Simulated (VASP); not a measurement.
# Sc2BeTe4 (P-6m2) in VASP: single point with PBE

Aim: the single point of Sc2BeTe4 with PBE.

All numbers are computed with VASP 6.6.1; they aren't measurements. Logs are shortened: lines on timing, memory, paths and dates and some standing lists are left out, and cuts for length are marked.

## (1) The cell of the first run

The structure is hexagonal, space group P-6m2 (No. 187). Conventional cell: a = 4.478 Å, b = 4.478 Å, c = 13.335 Å, α = 90.00°, β = 90.00°, γ = 120.00°. Sc (site symmetry -6m2) has 3 Be at 2.59 Å and 2 Te at 2.64 Å within 3.4 Å. Sc (site symmetry -6m2) has 8 Te at 3.00 to 4.03 Å within 4.1 Å. Be (site symmetry -6m2) has 3 Sc at 2.59 Å within 3.4 Å. Within 3.9 Å of Te (site symmetry 3m) lie 3 Sc at 3.00 Å and 4 Te at 3.03 to 3.60 Å. Te (site symmetry 3m) has 1 Sc at 2.64 Å and 3 Te at 3.60 Å and 3 Be at 3.70 Å within 3.7 Å.

The cell was built from a structure type or drawn by symmetry, and may not be a known phase.

## (2) Single point, PBE, collinear spin

Input file INCAR:

```
  PREC = Accurate
  ENCUT = 520
  EDIFF = 1E-7
  ISMEAR = 0
  SIGMA = 0.1
  LREAL = False
  LASPH = True
  NELM = 150
  ALGO = Normal
  ISIF = 2
  LWAVE = False
  LCHARG = True
  ISPIN = 2
  MAGMOM = 1 1 0 0 0 0 0
  LORBIT = 11
  LMAXMIX = 4
  GGA = PE
  LELF = True
  LVHAR = True
  NBANDS = 37
```

Input file KPOINTS:

```
regular mesh
0
Gamma
  6 6 2
```

Input file POSCAR:

```
Sc2BeTe4
1.0
    4.4778605141      0.0000000000      0.0000000000
   -2.2389302571      3.8779409598      0.0000000000
    0.0000000000      0.0000000000     13.3353552944
Sc Be Te
2 1 4
Direct
    0.3333333333      0.6666666667      0.5000000000
    0.3333333333      0.6666666667      0.0000000000
    0.6666666667      0.3333333333      0.5000000000
    0.6666666667      0.3333333333      0.1134691565
    0.6666666667      0.3333333333      0.8865308435
    0.3333333333      0.6666666667      0.3018458677
    0.3333333333      0.6666666667      0.6981541323
```

Potentials or basis: VASP PAW PBE potentials, release 64 (Sc_sv, Be, Te).

Run with:

```bash
> cat potpaw_PBE.64/Sc_sv/POTCAR potpaw_PBE.64/Be/POTCAR potpaw_PBE.64/Te/POTCAR > POTCAR
> mpirun -np 1 vasp_std > vasp.out
```

OUTCAR:

```text
PREC = Accurate
   ENCUT = 520
   EDIFF = 1E-7
   ISMEAR = 0
   LREAL = False
   LASPH = True
   NELM = 150
   ISIF = 2
   ISPIN = 2
   LORBIT = 11
   GGA = PE

 ion  position               nearest neighbor table
   1  0.333  0.667  0.500-   3 2.59   3 2.59   3 2.59   7 2.64   6 2.64
   2  0.333  0.667  0.000-   4 3.00   5 3.00   4 3.00   5 3.00   4 3.00   5 3.00
   3  0.667  0.333  0.500-   1 2.59   1 2.59   1 2.59
   4  0.667  0.333  0.113-   2 3.00   2 3.00   2 3.00   5 3.03   6 3.60   6 3.60   6 3.60
   5  0.667  0.333  0.887-   2 3.00   2 3.00   2 3.00   4 3.03   7 3.60   7 3.60   7 3.60
   6  0.333  0.667  0.302-   1 2.64   4 3.60   4 3.60   4 3.60
   7  0.333  0.667  0.698-   1 2.64   5 3.60   5 3.60   5 3.60

  LATTYP: Found a hexagonal cell.
 ALAT       =     4.4778605141
 C/A-ratio  =     2.9780640224

  Lattice vectors:

 A1 = (   4.4778605141,   0.0000000000,   0.0000000000)
 A2 = (  -2.2389302571,   3.8779409598,   0.0000000000)
 A3 = (   0.0000000000,   0.0000000000,  13.3353552944)

Analysis of symmetry for initial positions (statically):
=====================================================================
 Subroutine PRICEL returns:
 Original cell was already a primitive cell.

 Routine SETGRP: Setting up the symmetry group for a
 hexagonal supercell.

 Subroutine GETGRP returns: Found 12 space group operations
 (whereof 12 operations were pure point group operations)
 out of a pool of 24 trial point group operations.

The static configuration has the point symmetry D_3h.

Analysis of symmetry for dynamics (positions and initial velocities):
=====================================================================
 Subroutine PRICEL returns:
 Original cell was already a primitive cell.

 Routine SETGRP: Setting up the symmetry group for a
 hexagonal supercell.

 Subroutine GETGRP returns: Found 12 space group operations
 (whereof 12 operations were pure point group operations)
 out of a pool of 24 trial point group operations.

The dynamic configuration has the point symmetry D_3h.

Analysis of structural, dynamic, and magnetic symmetry:
=====================================================================
 Subroutine PRICEL returns:
 Original cell was already a primitive cell.

 Routine SETGRP: Setting up the symmetry group for a
 hexagonal supercell.

 Subroutine GETGRP returns: Found 12 space group operations
 (whereof 12 operations were pure point group operations)
 out of a pool of 24 trial point group operations.

[... 141 lines left out ...]

 Free energy of the ion-electron system (eV)
  ---------------------------------------------------
  ext. energy  EPLUGINS =         0.00000000
  ---------------------------------------------------
  free energy    TOTEN  =       -28.24203775 eV

  energy without entropy =      -28.22899374  energy(sigma->0) =      -28.23551574

 E-fermi :   3.3476     XC(G=0):  -8.5075

 val. band max:        3.3193967546   @ k =   0.1667   0.0000   0.5000
 cond. band min:       3.3908688658   @ k =   0.0000   0.0000   0.5000
 fundamental gap:      0.0714721113
 Fermi energy:         3.3475598680

 spin component 1

 k-point     1 :       0.0000    0.0000    0.0000
  band No.  band energies     occupation
      1     -47.0356      1.00000
      2     -45.8213      1.00000
      3     -25.6680      1.00000
      4     -25.6680      1.00000
      5     -25.6061      1.00000
      6     -24.5653      1.00000
[... 535 lines left out ...]
     35       6.3426      0.00000
     36       6.8331      0.00000
 Fermi energy:         3.3475598680

 spin component 2

 k-point     1 :       0.0000    0.0000    0.0000
  band No.  band energies     occupation
      1     -47.0357      1.00000
      2     -45.8212      1.00000
      3     -25.6680      1.00000
      4     -25.6680      1.00000
      5     -25.6062      1.00000
      6     -24.5653      1.00000
[... 535 lines left out ...]
     35       6.3425      0.00000
     36       6.8331      0.00000
 [bands above 36 left out]

------------------------ aborting loop because EDIFF is reached ----------------------------------------

  FORCE on cell =-STRESS in cart. coord.  units (eV):
  Direction    XX          YY          ZZ          XY          YZ          ZX
  --------------------------------------------------------------------------------------
  -------------------------------------------------------------------------------------
  Total       -0.1414468     -0.1414468      0.0578691      0.0000000      0.0000000     -0.0000000
  in kB       -0.9786498     -0.9786498      0.4003882      0.0000000      0.0000000     -0.0000000
  external PRESSURE =      -0.5189705 kB  Pullay stress =       0.0000000 kB

 VOLUME and BASIS-vectors are now :
 -----------------------------------------------------------------------------
  energy-cutoff  :      520.00
  volume of cell :      231.57
      direct lattice vectors                 reciprocal lattice vectors
     4.477860514  0.000000000  0.000000000     0.223320936  0.128934402  0.000000000
    -2.238930257  3.877940960  0.000000000     0.000000000  0.257868805  0.000000000
     0.000000000  0.000000000 13.335355294     0.000000000  0.000000000  0.074988628

 POSITION                                       TOTAL-FORCE (eV/Angst)
 -----------------------------------------------------------------------------------
     -0.00000      2.58529      6.66768        -0.000000      0.000000      0.000000
     -0.00000      2.58529      0.00000         0.000000     -0.000000      0.000000
      2.23893      1.29265      6.66768         0.000000     -0.000000      0.000000
      2.23893      1.29265      1.51315         0.000000      0.000000      0.016892
      2.23893      1.29265     11.82220         0.000000      0.000000     -0.016892
     -0.00000      2.58529      4.02522        -0.000000      0.000000     -0.009970
     -0.00000      2.58529      9.31013        -0.000000      0.000000      0.009970
 -----------------------------------------------------------------------------------
    total drift:                                0.000001     -0.000000     -0.000000

  FREE ENERGIE OF THE ION-ELECTRON SYSTEM (eV)
  ---------------------------------------------------
  free  energy   TOTEN  =       -28.2420377518 eV

  energy  without entropy=      -28.2289937351  energy(sigma->0) =      -28.23551574

 total charge

# of ion       s       p       d       tot
------------------------------------------
    1        2.249   6.150   1.099   9.497
    2        2.166   6.093   1.003   9.262
    3        0.553   0.271   0.000   0.824
    4        1.396   1.930   0.034   3.360
    5        1.396   1.930   0.034   3.360
    6        1.397   1.934   0.015   3.346
    7        1.397   1.934   0.015   3.346
--------------------------------------------------
tot         10.555  20.241   2.200  32.996

 magnetization (x)

# of ion       s       p       d       tot
------------------------------------------
    1        0.000   0.000   0.000   0.000
    2       -0.000  -0.000  -0.000  -0.000
    3        0.000   0.000   0.000   0.000
    4       -0.000   0.000  -0.000   0.000
    5       -0.000   0.000  -0.000   0.000
    6       -0.000  -0.000   0.000  -0.000
    7       -0.000  -0.000   0.000  -0.000
--------------------------------------------------
tot         -0.000  -0.000   0.000   0.000
```

OSZICAR:

```text
N       E                     dE             d eps       ncg     rms          rms(c)
DAV:   1     0.502236194384E+03    0.50224E+03   -0.19090E+04  2168   0.111E+03
DAV:   2     0.225008562074E+02   -0.47974E+03   -0.46339E+03  2104   0.359E+02
DAV:   3    -0.275812722601E+02   -0.50082E+02   -0.46568E+02  3328   0.112E+02
DAV:   4    -0.307791428334E+02   -0.31979E+01   -0.31392E+01  3384   0.269E+01
[... 13 lines left out ...]
DAV:  18    -0.282420280918E+02   -0.22745E-04   -0.33983E-05  2832   0.202E-02    0.120E-02
DAV:  19    -0.282420358573E+02   -0.77655E-05   -0.94014E-06  2896   0.129E-02    0.623E-03
DAV:  20    -0.282420375893E+02   -0.17320E-05   -0.23505E-06  2776   0.664E-03    0.317E-03
DAV:  21    -0.282420377873E+02   -0.19795E-06   -0.28520E-07  2296   0.310E-03    0.179E-03
DAV:  22    -0.282420377518E+02    0.35417E-07   -0.11617E-07  1872   0.246E-03
   1 F= -.28242038E+02 E0= -.28235516E+02  d E =-.130440E-01  mag=    -0.0001
```

It took 14 min on 1 thread of Intel Xeon 8259CL, shared host; peak memory 0.56 GiB.

What came out:

- Free energy: -28.2420 eV
- Pressure: -0.1 GPa
- Largest force: 0.017 eV/Å
- Band gap on the k mesh: zero (filled and empty bands overlap)
- Net moment: 0.00 μB per cell
- Valence electrons inside the program's atomic spheres: Sc 9.50, 9.26; Be 0.82; Te 3.36, 3.35 (each value once)

Forces on the atoms (eV/Å):
```
Sc   0.000  0.000  0.000
Sc   0.000  0.000  0.000
Be   0.000  0.000  0.000
Te   0.000  0.000  0.017
Te   0.000  0.000 -0.017
Te   0.000  0.000 -0.010
Te   0.000  0.000  0.010
```

Stress tensor (GPa, compression positive):
```
-0.10  0.00  0.00
 0.00 -0.10  0.00
 0.00  0.00  0.04
```

Levels at points of the mesh, in eV from the Fermi level:
Spin up:
```tsv
k point	band 21	band 22	band 23	band 24	band 25	band 26	band 27	band 28
(0.00, 0.00, 0.00)	-0.04	-0.04	-0.03	-0.03	0.41	0.41	0.93	1.32
(0.50, 0.00, 0.00)	-0.96	-0.41	-0.39	-0.36	0.20	0.39	0.76	1.41
(0.00, 0.00, 0.50)	-0.18	-0.18	0.04	0.04	0.50	0.50	1.04	1.38
(0.50, 0.00, 0.50)	-0.82	-0.81	-0.50	-0.28	-0.26	0.87	1.01	1.45
```
Spin down:
```
           k point  band 21  band 22  band 23  band 24  band 25  band 26  band 27  band 28
(0.00, 0.00, 0.00)    -0.04    -0.04    -0.03    -0.03     0.41     0.41     0.93     1.32
(0.50, 0.00, 0.00)    -0.96    -0.41    -0.39    -0.36     0.20     0.39     0.76     1.41
(0.00, 0.00, 0.50)    -0.18    -0.18     0.04     0.04     0.50     0.50     1.04     1.38
(0.50, 0.00, 0.50)    -0.82    -0.81    -0.50    -0.28    -0.26     0.87     1.01     1.45
```

Caveat: spin-orbit coupling is left out, which moves the levels of the heavy elements.
